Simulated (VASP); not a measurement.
# AlAs (o.bA) (F-43m) in VASP: single point with PBE

Aim: the single point of AlAs (o.bA) with PBE.

All numbers are computed with VASP 6.6.1; they aren't measurements. Logs are shortened: lines on timing, memory, paths and dates and some standing lists are left out, and cuts for length are marked.

## Step 1: The cell of the first run

The structure is cubic, space group F-43m (No. 216). Conventional cell: a = 5.728 Å, b = 5.728 Å, c = 5.728 Å, α = 90.00°, β = 90.00°, γ = 90.00°. Within 3.3 Å of Al (site symmetry -43m) lie 4 As at 2.48 Å. Within 3.3 Å of As (site symmetry -43m) lie 4 Al at 2.48 Å.

## Step 2: Single point, PBE

File INCAR:

```
ALGO = Normal
EDIFF = 1E-6
ENCUT = 500
GGA = PE
GGA_COMPAT = F
ISIF = 2
ISMEAR = 0
LASPH = T
LCHARG = F
LREAL = F
LWAVE = F
NBANDS = 11
NELM = 120
PREC = Accurate
SIGMA = 0.02
```

File KPOINTS:

```
k-points
0
Gamma
  8 8 8
```

File POSCAR:

```
AlAs
1.0
    0.0000000000      2.8638562138      2.8638562138
    2.8638562138      0.0000000000      2.8638562138
    2.8638562138      2.8638562138      0.0000000000
Al As
1 1
Direct
    0.0000000000      0.0000000000      0.0000000000
    0.2500000000      0.2500000000      0.2500000000
```

Potentials or basis: VASP PAW PBE potentials, release 64 (Al, As).

Launch:

```
$ cat potpaw_PBE.64/Al/POTCAR potpaw_PBE.64/As/POTCAR > POTCAR
$ mpirun -np 1 vasp_std > vasp.out
```

OUTCAR:

```text
EDIFF = 1E-6
   ENCUT = 500
   GGA = PE
   ISIF = 2
   ISMEAR = 0
   LASPH = T
   LREAL = F
   NELM = 120
   PREC = Accurate

 ion  position               nearest neighbor table
   1  0.000  0.000  0.000-   2 2.48   2 2.48   2 2.48   2 2.48
   2  0.250  0.250  0.250-   1 2.48   1 2.48   1 2.48   1 2.48

  LATTYP: Found a face centered cubic cell.
 ALAT       =     5.7277124276

  Lattice vectors:

 A1 = (   0.0000000000,   2.8638562138,   2.8638562138)
 A2 = (   2.8638562138,   0.0000000000,   2.8638562138)
 A3 = (   2.8638562138,   2.8638562138,   0.0000000000)

Analysis of symmetry for initial positions (statically):
=====================================================================
 Subroutine PRICEL returns:
 Original cell was already a primitive cell.

 Routine SETGRP: Setting up the symmetry group for a
 face centered cubic supercell.

 Subroutine GETGRP returns: Found 24 space group operations
 (whereof 24 operations were pure point group operations)
 out of a pool of 48 trial point group operations.

The static configuration has the point symmetry T_d .

Analysis of symmetry for dynamics (positions and initial velocities):
=====================================================================
 Subroutine PRICEL returns:
 Original cell was already a primitive cell.

 Routine SETGRP: Setting up the symmetry group for a
 face centered cubic supercell.

 Subroutine GETGRP returns: Found 24 space group operations
 (whereof 24 operations were pure point group operations)
 out of a pool of 48 trial point group operations.

The dynamic configuration has the point symmetry T_d .

 Subroutine INISYM returns: Found 24 space group operations
 (whereof 24 operations are pure point group operations),
 and found     1 'primitive' translations

----------------------------------------------------------------------------------------

                                     Primitive cell

  volume of cell :      46.9768

  direct lattice vectors                    reciprocal lattice vectors
     0.000000000  2.863856214  2.863856214    -0.174589771  0.174589771  0.174589771
     2.863856214  0.000000000  2.863856214     0.174589771 -0.174589771  0.174589771
     2.863856214  2.863856214  0.000000000     0.174589771  0.174589771 -0.174589771

  length of vectors
     4.050104298  4.050104298  4.050104298     0.302398354  0.302398354  0.302398354

  position of ions in fractional coordinates (direct lattice)
     0.000000000  0.000000000  0.000000000
     0.250000000  0.250000000  0.250000000

  ion indices of the primitive-cell ions
   primitive index   ion index
                 1           1
                 2           2

----------------------------------------------------------------------------------------

 KPOINTS: k-points

Automatic generation of k-mesh.
 Grid dimensions read from file:
 generate k-points for:    8    8    8

 Generating k-lattice:

  Cartesian coordinates                     Fractional coordinates (reciprocal lattice)
    -0.021823721  0.021823721  0.021823721     0.125000000  0.000000000  0.000000000
     0.021823721 -0.021823721  0.021823721     0.000000000  0.125000000  0.000000000
     0.021823721  0.021823721 -0.021823721     0.000000000  0.000000000  0.125000000

  Length of vectors
     0.037799794  0.037799794  0.037799794

  Shift w.r.t. Gamma in fractional coordinates (k-lattice)
     0.000000000  0.000000000  0.000000000

 Subroutine IBZKPT returns following result:
 ===========================================

 Found     29 irreducible k-points:

 Following reciprocal coordinates:
            Coordinates               Weight
  0.000000  0.000000  0.000000      1.000000
  0.125000  0.000000  0.000000      8.000000
  0.250000  0.000000  0.000000      8.000000
  0.375000  0.000000  0.000000      8.000000
  0.500000  0.000000  0.000000      4.000000
  0.125000  0.125000  0.000000      6.000000
[... 16 lines left out ...]
  0.500000  0.250000  0.125000     48.000000
 -0.375000  0.250000  0.125000     24.000000
 [... further k-points ...]
   k-points           NKPTS =     29   k-points in BZ     NKDIM =     29   number of bands    NBANDS=     11
   number of dos      NEDOS =    301   number of ions     NIONS =      2
   total plane-waves  NPLWV =  27000
   dimension x,y,z NGX =    30 NGY =   30 NGZ =   30
   dimension x,y,z NGXF=    60 NGYF=   60 NGZF=   60
   ions per type =               1   1
   NGX,Y,Z   is equivalent  to a cutoff of  12.31, 12.31, 12.31 a.u.
   NGXF,Y,Z  is equivalent  to a cutoff of  24.63, 24.63, 24.63 a.u.
 SYSTEM =  unknown system
   PREC   = accura    normal or accurate (medium, high low for compatibility)
   ISTART =      0    job   : 0-new  1-cont  2-samecut
   ICHARG =      2    charge: 1-file 2-atom 10-const
   ISPIN  =      1    spin polarized calculation?
   LNONCOLLINEAR =      F non collinear calculations
   LSORBIT =      F    spin-orbit coupling
   LASPH  =      T    aspherical Exc in radial PAW
   ENCUT  =  500.0 eV  36.75 Ry    6.06 a.u.   7.38  7.38  7.38*2*pi/ulx,y,z
   NELM   =    120;   NELMIN=  2; NELMDL= -5     # of ELM steps
   EDIFF  = 0.1E-05   stopping-criterion for ELM
   LREAL  =      F    real-space projection
   EDIFFG = 0.1E-04   stopping-criterion for IOM
   NSW    =      0    number of steps for IOM
   IBRION =     -1    ionic relax: 0-MD 1-quasi-New 2-CG
   NFREE  =      0    steps in history (QN), initial steepest desc. (CG)
   ISIF   =      2    stress and relaxation
   ISYM   =      2    0-nonsym 1-usesym 2-fastsym
   POTIM  = 0.5000    time-step for ionic-motion
   TEBEG  =    0.0;   TEEND  =   0.0 temperature during run
   PSTRESS=    0.0 pullay stress
   NELECT =       8.0000    total number of electrons
   NUPDOWN=      -1.0000    fix difference up-down
   EMIN   =  10.00;   EMAX   =-10.00  energy-range for DOS
   EFERMI =   0.00;   METHOD = LEGACY
   ISMEAR =     0;   SIGMA  =   0.02  broadening in eV -4-tet -1-fermi 0-gaus
   EFERMI_NEDOS =   21; number of points for ismear=-14 and -15
   IALGO  =     38    algorithm
   IMIX   =      4    mixing-type and parameters
     AMIX     =   0.40;   BMIX     =  1.00
     AMIX_MAG =   1.60;   BMIX_MAG =  1.00
  volume/ion in A,a.u.               =      23.49       158.51
  Fermi-wavevector in a.u.,A,eV,Ry     =   0.907424  1.714783 11.203288  0.823418
  Thomas-Fermi vector in A             =   2.031230
   LORBIT       =      0    0 simple, 1 ext, 2 COOP (PROOUT), +10 PAW based schemes
   GGA     = PE    functional components
   LHFCALC =     F    Hartree Fock is set to
   AEXX    =    0.0000 exact exchange contribution
   IVDW    =     0    specifies the selected vdW correction
   LEPSILON=     F    determine dielectric tensor
   LRPA    =     F    only Hartree local field effects (RPA)
 non-spin polarized calculation
 Gauss-broadening in eV      SIGMA  =   0.02
  energy-cutoff  :      500.00
  volume of cell :       46.98
 maximum number of plane-waves:      1243
 NGX is ok and might be reduce to    30
   NGX = 15   NGY = 15   NGZ = 15

 number of electron       7.9999999 magnetization

 Free energy of the ion-electron system (eV)
  ---------------------------------------------------
  ext. energy  EPLUGINS =         0.00000000
  ---------------------------------------------------
  free energy    TOTEN  =        -9.38797866 eV

  energy without entropy =       -9.38797866  energy(sigma->0) =       -9.38797866

 E-fermi :   3.6751     XC(G=0):  -8.9050

 val. band max:        3.5946390222   @ k =   0.0000   0.0000   0.0000
 cond. band min:       5.0889165913   @ k =   0.5000   0.5000   0.0000
 fundamental gap:      1.4942775691
 Fermi energy:         3.6751233731

 k-point     1 :       0.0000    0.0000    0.0000
  band No.  band energies     occupation
      1      -8.0765      2.00000
      2       3.5946      2.00000
      3       3.5946      2.00000
      4       3.5946      2.00000
      5       5.3780      0.00000
      6       7.8218      0.00000
      7       7.8218      0.00000
      8       7.8218      0.00000
      9      12.2778      0.00000
     10      12.5371      0.00000
     11      12.5371      0.00000

 k-point     2 :       0.1250    0.0000    0.0000
  band No.  band energies     occupation
      1      -7.9305      2.00000
      2       2.1701      2.00000
      3       3.4391      2.00000
      4       3.4391      2.00000
      5       6.1773      0.00000
      6       8.0948      0.00000
      7       8.0948      0.00000
      8       8.1794      0.00000
      9      11.9550      0.00000
     10      11.9550      0.00000
     11      12.9978      0.00000

 k-point     3 :       0.2500    0.0000    0.0000
  band No.  band energies     occupation
      1      -7.5268      2.00000
      2       0.2703      2.00000
      3       3.1309      2.00000
      4       3.1309      2.00000
      5       6.0627      0.00000
      6       8.4398      0.00000
      7       8.4398      0.00000
      8       9.8421      0.00000
      9      11.8450      0.00000
     10      11.8450      0.00000
     11      12.8858      0.00000

 k-point     4 :       0.3750    0.0000    0.0000
  band No.  band energies     occupation
      1      -7.0091      2.00000
      2      -1.2183      2.00000
      3       2.8839      2.00000
      4       2.8839      2.00000
      5       5.7338      0.00000
      6       8.3532      0.00000
      7       8.3532      0.00000
      8      11.1878      0.00000
      9      13.0882      0.00000
     10      13.0882      0.00000
     11      13.1120      0.00000

 k-point     5 :       0.5000    0.0000    0.0000
  band No.  band energies     occupation
      1      -6.7359      2.00000
      2      -1.8239      2.00000
      3       2.7940      2.00000
      4       2.7940      2.00000
      5       5.6072      0.00000
      6       8.2479      0.00000
      7       8.2479      0.00000
      8      11.2769      0.00000
      9      14.5025      0.00000
     10      14.9925      0.00000
     11      14.9925      0.00000
[... 211 lines left out ...]
 k-point    21 :       0.5000    0.5000    0.0000
  band No.  band energies     occupation
      1      -6.2184      2.00000
      2      -1.7171      2.00000
      3       1.4985      2.00000
      4       1.4985      2.00000
      5       5.0889      0.00000
      6       5.8835      0.00000
      7      13.6565      0.00000
      8      13.6565      0.00000
      9      14.9894      0.00000
     10      15.9550      0.00000
     11      15.9550      0.00000

 k-point    22 :       0.3750    0.2500    0.1250
  band No.  band energies     occupation
      1      -7.1899      2.00000
      2      -0.1164      2.00000
      3       1.7147      2.00000
      4       2.6510      2.00000
      5       7.1494      0.00000
      6       7.6970      0.00000
      7       8.8674      0.00000
      8       9.9916      0.00000
      9      11.6329      0.00000
     10      13.8713      0.00000
     11      15.3785      0.00000

 k-point    23 :       0.5000    0.2500    0.1250
  band No.  band energies     occupation
      1      -6.7257      2.00000
      2      -1.0858      2.00000
      3       1.1434      2.00000
      4       2.2861      2.00000
      5       7.2017      0.00000
      6       7.9805      0.00000
      7       9.2835      0.00000
      8      10.3451      0.00000
      9      12.7646      0.00000
     10      13.9693      0.00000
     11      15.5883      0.00000

 k-point    24 :      -0.3750    0.2500    0.1250
  band No.  band energies     occupation
      1      -6.4885      2.00000
      2      -1.5394      2.00000
      3       0.9925      2.00000
      4       2.1114      2.00000
      5       7.1752      0.00000
      6       7.8056      0.00000
      7      10.1341      0.00000
      8      11.0979      0.00000
      9      11.8140      0.00000
     10      14.4582      0.00000
     11      15.6793      0.00000

 [... further k-points ...]

------------------------ aborting loop because EDIFF is reached ----------------------------------------

  FORCE on cell =-STRESS in cart. coord.  units (eV):
  Direction    XX          YY          ZZ          XY          YZ          ZX
  --------------------------------------------------------------------------------------
  -------------------------------------------------------------------------------------
  Total        0.0534168      0.0534168      0.0534168      0.0000000      0.0000000      0.0000000
  in kB        1.8218165      1.8218165      1.8218165      0.0000000      0.0000000      0.0000000
  external PRESSURE =       1.8218165 kB  Pullay stress =       0.0000000 kB

 VOLUME and BASIS-vectors are now :
 -----------------------------------------------------------------------------
  energy-cutoff  :      500.00
  volume of cell :       46.98
      direct lattice vectors                 reciprocal lattice vectors
     0.000000000  2.863856214  2.863856214    -0.174589771  0.174589771  0.174589771
     2.863856214  0.000000000  2.863856214     0.174589771 -0.174589771  0.174589771
     2.863856214  2.863856214  0.000000000     0.174589771  0.174589771 -0.174589771

 POSITION                                       TOTAL-FORCE (eV/Angst)
 -----------------------------------------------------------------------------------
      0.00000      0.00000      0.00000        -0.000000     -0.000000     -0.000000
      1.43193      1.43193      1.43193         0.000000      0.000000      0.000000
 -----------------------------------------------------------------------------------
    total drift:                               -0.000000     -0.000000     -0.000000

  FREE ENERGIE OF THE ION-ELECTRON SYSTEM (eV)
  ---------------------------------------------------
  free  energy   TOTEN  =        -9.3879786622 eV

  energy  without entropy=       -9.3879786622  energy(sigma->0) =       -9.38797866
```

Wall time 12 s (1 thread of Intel Xeon Platinum 8488C (Sapphire Rapids), shared host); peak memory 0.17 GiB.

Results:

```
Free energy            : -9.3880 eV
Pressure               : 0.2 GPa
Band gap on the k mesh : 1.49 eV, indirect (least direct gap 1.78 eV)
```

A k mesh can miss the band edges. As with any semilocal functional, this PBE gap is likely too small.
